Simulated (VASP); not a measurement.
# InSb (Fm-3m) in VASP: single point with LDA

Aim: the single point of InSb with LDA.

Program: VASP 6.6.1. These are calculated values, not measurements. Logs are shortened: lines on timing, memory, paths and dates and some standing lists are left out, and cuts for length are marked.

### 1 The cell of the first run

The structure is cubic, space group Fm-3m (No. 225). Conventional cell: a = 6.084 Å, b = 6.084 Å, c = 6.084 Å, α = 90.00°, β = 90.00°, γ = 90.00°. Within 4.0 Å of In (site symmetry m-3m) lie 6 Sb at 3.04 Å. Within 4.0 Å of Sb (site symmetry m-3m) lie 6 In at 3.04 Å.

### 2 Single point, LDA

File INCAR:

```
SYSTEM = InSb
ALGO     = Normal         ! electronic algorithm
EDIFF    = 1E-6           ! SCF threshold, eV
ENCUT    = 500            ! plane-wave cutoff, eV
GGA_COMPAT= .False.      
ISIF     = 2              ! what is computed and relaxed
ISMEAR   = -1             ! smearing method
LASPH    = .True.         ! aspherical terms in the spheres
LCHARG   = .True.         ! write CHGCAR
LELF     = .True.         ! ELF
LREAL    = .False.        ! projectors in reciprocal space
LVHAR    = .True.       
LWAVE    = .False.        ! write WAVECAR
NBANDS   = 21             ! bands
NELM     = 120            ! most SCF steps
PREC     = Accurate       ! precision mode
SIGMA    = 0.02           ! smearing width, eV
```

File KPOINTS:

```
k-points
0
Gamma
  6 6 6
  0 0 0
```

File POSCAR:

```
InSb
1.0
    0.0000000000      3.0422106271      3.0422106271
    3.0422106271      0.0000000000      3.0422106271
    3.0422106271      3.0422106271      0.0000000000
In Sb
1 1
Direct
    0.0000000000      0.0000000000      0.0000000000
    0.5000000000      0.5000000000      0.5000000000
```

Potentials or basis: VASP PAW LDA potentials, release 64 (In_d, Sb_d_GW).

Launch:

```sh
$ cat potpaw_LDA.64/In_d/POTCAR potpaw_LDA.64/Sb_d_GW/POTCAR > POTCAR
$ mpirun -np 1 vasp_std > vasp.out
```

OUTCAR:

```text
SYSTEM = InSb
   EDIFF = 1E-6
   ENCUT = 500
   ISIF = 2
   ISMEAR = -1
   LASPH = .True.
   LREAL = .False.
   NELM = 120
   PREC = Accurate

 ion  position               nearest neighbor table
   1  0.000  0.000  0.000-   2 3.04   2 3.04   2 3.04   2 3.04   2 3.04   2 3.04
   2  0.500  0.500  0.500-   1 3.04   1 3.04   1 3.04   1 3.04   1 3.04   1 3.04

  LATTYP: Found a face centered cubic cell.
 ALAT       =     6.0844212542

  Lattice vectors:

 A1 = (   0.0000000000,   3.0422106271,   3.0422106271)
 A2 = (   3.0422106271,   0.0000000000,   3.0422106271)
 A3 = (   3.0422106271,   3.0422106271,   0.0000000000)

Analysis of symmetry for initial positions (statically):
=====================================================================
 Subroutine PRICEL returns:
 Original cell was already a primitive cell.

 Routine SETGRP: Setting up the symmetry group for a
 face centered cubic supercell.

 Subroutine GETGRP returns: Found 48 space group operations
 (whereof 48 operations were pure point group operations)
 out of a pool of 48 trial point group operations.

The static configuration has the point symmetry O_h .

Analysis of symmetry for dynamics (positions and initial velocities):
=====================================================================
 Subroutine PRICEL returns:
 Original cell was already a primitive cell.

 Routine SETGRP: Setting up the symmetry group for a
 face centered cubic supercell.

 Subroutine GETGRP returns: Found 48 space group operations
 (whereof 48 operations were pure point group operations)
 out of a pool of 48 trial point group operations.

The dynamic configuration has the point symmetry O_h .

 Subroutine INISYM returns: Found 48 space group operations
 (whereof 48 operations are pure point group operations),
 and found     1 'primitive' translations

----------------------------------------------------------------------------------------

                                     Primitive cell

  volume of cell :      56.3116

  direct lattice vectors                    reciprocal lattice vectors
     0.000000000  3.042210627  3.042210627    -0.164354169  0.164354169  0.164354169
     3.042210627  0.000000000  3.042210627     0.164354169 -0.164354169  0.164354169
     3.042210627  3.042210627  0.000000000     0.164354169  0.164354169 -0.164354169

  length of vectors
     4.302335528  4.302335528  4.302335528     0.284669771  0.284669771  0.284669771

  position of ions in fractional coordinates (direct lattice)
     0.000000000  0.000000000  0.000000000
     0.500000000  0.500000000  0.500000000

  ion indices of the primitive-cell ions
   primitive index   ion index
                 1           1
                 2           2

----------------------------------------------------------------------------------------

 KPOINTS: k-points

Automatic generation of k-mesh.
 Grid dimensions read from file:
 generate k-points for:    6    6    6

 Generating k-lattice:

  Cartesian coordinates                     Fractional coordinates (reciprocal lattice)
    -0.027392362  0.027392362  0.027392362     0.166666667  0.000000000  0.000000000
     0.027392362 -0.027392362  0.027392362     0.000000000  0.166666667  0.000000000
     0.027392362  0.027392362 -0.027392362     0.000000000  0.000000000  0.166666667

  Length of vectors
     0.047444962  0.047444962  0.047444962

  Shift w.r.t. Gamma in fractional coordinates (k-lattice)
     0.000000000  0.000000000  0.000000000

 Subroutine IBZKPT returns following result:
 ===========================================

 Found     16 irreducible k-points:

 Following reciprocal coordinates:
            Coordinates               Weight
  0.000000  0.000000  0.000000      1.000000
  0.166667  0.000000  0.000000      8.000000
  0.333333  0.000000  0.000000      8.000000
  0.500000  0.000000  0.000000      4.000000
  0.166667  0.166667  0.000000      6.000000
  0.333333  0.166667  0.000000     24.000000
[... 8 lines left out ...]
 -0.333333  0.333333  0.166667     24.000000
 -0.333333  0.500000  0.166667     12.000000
   k-points           NKPTS =     16   k-points in BZ     NKDIM =     16   number of bands    NBANDS=     21
   number of dos      NEDOS =    301   number of ions     NIONS =      2
   total plane-waves  NPLWV =  32768
   dimension x,y,z NGX =    32 NGY =   32 NGZ =   32
   dimension x,y,z NGXF=    64 NGYF=   64 NGZF=   64
   ions per type =               1   1
   NGX,Y,Z   is equivalent  to a cutoff of  12.37, 12.37, 12.37 a.u.
   NGXF,Y,Z  is equivalent  to a cutoff of  24.73, 24.73, 24.73 a.u.
 SYSTEM =  InSb
   PREC   = accura    normal or accurate (medium, high low for compatibility)
   ISTART =      0    job   : 0-new  1-cont  2-samecut
   ICHARG =      2    charge: 1-file 2-atom 10-const
   ISPIN  =      1    spin polarized calculation?
   LNONCOLLINEAR =      F non collinear calculations
   LSORBIT =      F    spin-orbit coupling
   LASPH  =      T    aspherical Exc in radial PAW
   ENCUT  =  500.0 eV  36.75 Ry    6.06 a.u.   7.84  7.84  7.84*2*pi/ulx,y,z
   NELM   =    120;   NELMIN=  2; NELMDL= -5     # of ELM steps
   EDIFF  = 0.1E-05   stopping-criterion for ELM
   LREAL  =      F    real-space projection
   EDIFFG = 0.1E-04   stopping-criterion for IOM
   NSW    =      0    number of steps for IOM
   IBRION =     -1    ionic relax: 0-MD 1-quasi-New 2-CG
   NFREE  =      0    steps in history (QN), initial steepest desc. (CG)
   ISIF   =      2    stress and relaxation
   ISYM   =      2    0-nonsym 1-usesym 2-fastsym
   POTIM  = 0.5000    time-step for ionic-motion
   TEBEG  =    0.0;   TEEND  =   0.0 temperature during run
   PSTRESS=    0.0 pullay stress
   NELECT =      28.0000    total number of electrons
   NUPDOWN=      -1.0000    fix difference up-down
   EMIN   =  10.00;   EMAX   =-10.00  energy-range for DOS
   EFERMI =   0.00;   METHOD = LEGACY
   ISMEAR =    -1;   SIGMA  =   0.02  broadening in eV -4-tet -1-fermi 0-gaus
   EFERMI_NEDOS =   21; number of points for ismear=-14 and -15
   IALGO  =     38    algorithm
   IMIX   =      4    mixing-type and parameters
     AMIX     =   0.40;   BMIX     =  1.00
     AMIX_MAG =   1.60;   BMIX_MAG =  1.00
  volume/ion in A,a.u.               =      28.16       190.00
  Fermi-wavevector in a.u.,A,eV,Ry     =   1.296965  2.450908 22.886605  1.682118
  Thomas-Fermi vector in A             =   2.428388
   LORBIT       =      0    0 simple, 1 ext, 2 COOP (PROOUT), +10 PAW based schemes
   GGA     = CA    functional components
   LHFCALC =     F    Hartree Fock is set to
   AEXX    =    0.0000 exact exchange contribution
   IVDW    =     0    specifies the selected vdW correction
   LEPSILON=     F    determine dielectric tensor
   LRPA    =     F    only Hartree local field effects (RPA)
 non-spin polarized calculation
  energy-cutoff  :      500.00
  volume of cell :       56.31
 maximum number of plane-waves:      1459
   NGX = 15   NGY = 15   NGZ = 15

 number of electron      27.9999978 magnetization

 Free energy of the ion-electron system (eV)
  ---------------------------------------------------
  ext. energy  EPLUGINS =         0.00000000
  ---------------------------------------------------
  free energy    TOTEN  =        -8.02746210 eV

  energy without entropy =       -8.02277032  energy(sigma->0) =       -8.02511621

 E-fermi :   5.7933     XC(G=0): -10.3025

 val. band max:        5.7911624366   @ k =  -0.3333   0.3333   0.0000
 cond. band min:       5.8448778243   @ k =   0.3333   0.0000   0.0000
 fundamental gap:      0.0537153877
 Fermi energy:         5.7932782013

 k-point     1 :       0.0000    0.0000    0.0000
  band No.  band energies     occupation
      1     -22.8730      2.00000
      2     -22.8730      2.00000
      3     -22.8586      2.00000
      4     -22.8586      2.00000
      5     -22.8586      2.00000
      6      -8.7362      2.00000
[... 13 lines left out ...]
     20      11.9797      0.00000
     21      11.9797      0.00000

 k-point     2 :       0.1667    0.0000    0.0000
  band No.  band energies     occupation
      1     -22.8726      2.00000
      2     -22.8726      2.00000
      3     -22.8582      2.00000
      4     -22.8577      2.00000
      5     -22.8577      2.00000
      6      -8.7455      2.00000
[... 13 lines left out ...]
     20      12.6309      0.00000
     21      12.6309      0.00000

 k-point     3 :       0.3333    0.0000    0.0000
  band No.  band energies     occupation
      1     -22.8719      2.00000
      2     -22.8719      2.00000
      3     -22.8574      2.00000
      4     -22.8559      2.00000
      5     -22.8559      2.00000
      6      -8.7660      2.00000
[... 13 lines left out ...]
     20      14.3125      0.00000
     21      14.3125      0.00000

 k-point     4 :       0.5000    0.0000    0.0000
  band No.  band energies     occupation
      1     -22.8717      2.00000
      2     -22.8717      2.00000
      3     -22.8570      2.00000
      4     -22.8549      2.00000
      5     -22.8549      2.00000
      6      -8.7766      2.00000
[... 13 lines left out ...]
     20      16.5649      0.00000
     21      16.5657      0.00000

 k-point     5 :       0.1667    0.1667    0.0000
  band No.  band energies     occupation
      1     -22.8728      2.00000
      2     -22.8723      2.00000
      3     -22.8591      2.00000
      4     -22.8570      2.00000
      5     -22.8570      2.00000
      6      -8.7667      2.00000
[... 13 lines left out ...]
     20      13.7575      0.00000
     21      13.7575      0.00000
[... 190 lines left out ...]
     20      17.7076      0.00000
     21      18.0621      0.00000

 k-point    14 :       0.5000    0.3333    0.1667
  band No.  band energies     occupation
      1     -22.8732      2.00000
      2     -22.8710      2.00000
      3     -22.8582      2.00000
      4     -22.8548      2.00000
      5     -22.8539      2.00000
      6      -8.8211      2.00000
[... 13 lines left out ...]
     20      15.9058      0.00000
     21      15.9928      0.00000

 k-point    15 :      -0.3333    0.3333    0.1667
  band No.  band energies     occupation
      1     -22.8734      2.00000
      2     -22.8707      2.00000
      3     -22.8564      2.00000
      4     -22.8560      2.00000
      5     -22.8531      2.00000
      6      -8.8278      2.00000
[... 13 lines left out ...]
     20      13.9483      0.00000
     21      17.5395      0.00000

 k-point    16 :      -0.3333    0.5000    0.1667
  band No.  band energies     occupation
      1     -22.8743      2.00000
      2     -22.8704      2.00000
      3     -22.8585      2.00000
      4     -22.8544      2.00000
      5     -22.8523      2.00000
      6      -8.8578      2.00000
[... 13 lines left out ...]
     20      15.9494      0.00000
     21      18.5573      0.00000

------------------------ aborting loop because EDIFF is reached ----------------------------------------

  FORCE on cell =-STRESS in cart. coord.  units (eV):
  Direction    XX          YY          ZZ          XY          YZ          ZX
  --------------------------------------------------------------------------------------
  -------------------------------------------------------------------------------------
  Total       -1.0231084     -1.0231084     -1.0231084      0.0000000     -0.0000000      0.0000000
  in kB      -29.1094769    -29.1094769    -29.1094769      0.0000000     -0.0000000      0.0000000
  external PRESSURE =     -29.1094769 kB  Pullay stress =       0.0000000 kB

 VOLUME and BASIS-vectors are now :
 -----------------------------------------------------------------------------
  energy-cutoff  :      500.00
  volume of cell :       56.31
      direct lattice vectors                 reciprocal lattice vectors
     0.000000000  3.042210627  3.042210627    -0.164354169  0.164354169  0.164354169
     3.042210627  0.000000000  3.042210627     0.164354169 -0.164354169  0.164354169
     3.042210627  3.042210627  0.000000000     0.164354169  0.164354169 -0.164354169

 POSITION                                       TOTAL-FORCE (eV/Angst)
 -----------------------------------------------------------------------------------
      0.00000      0.00000      0.00000        -0.000000      0.000000      0.000000
      3.04221      3.04221      3.04221         0.000000     -0.000000     -0.000000
 -----------------------------------------------------------------------------------
    total drift:                                0.000000     -0.000000      0.000000

  FREE ENERGIE OF THE ION-ELECTRON SYSTEM (eV)
  ---------------------------------------------------
  free  energy   TOTEN  =        -8.0274621020 eV

  energy  without entropy=       -8.0227703158  energy(sigma->0) =       -8.02511621
```

Run time: 9.4 s. Hardware: 1 thread of Intel Xeon Platinum 8488C (Sapphire Rapids), shared host; peak memory 0.16 GiB.

What came out:

```yaml
Free_energy: -8.0275 eV
Pressure: -2.9 GPa
Band_gap_on_the_k_mesh: zero (bands 14 and 15 overlap by 2.79 eV)
```

Levels at points of the mesh, in eV from the Fermi level:
```csv
k point,band 10,band 11,band 12,band 13,band 14,band 15,band 16,band 17,band 18,band 19
"(0.00, 0.00, 0.00)",-14.50,-11.25,-0.59,-0.18,-0.18,-0.18,5.91,5.91,5.91,6.19
"(0.50, 0.00, 0.00)",-14.47,-9.39,-6.68,0.24,0.24,2.05,2.31,2.31,3.13,9.95
"(0.50, 0.50, 0.00)",-14.45,-8.66,-4.65,-3.56,-2.30,-2.30,3.14,8.16,8.16,10.07
```

Caveat: the structure was generated, so it needn't be the stable form of InSb; spin-orbit coupling is left out, which moves the levels of the heavy elements.

The gap in the log of VASP goes by the Fermi energy; the results here count the filled bands.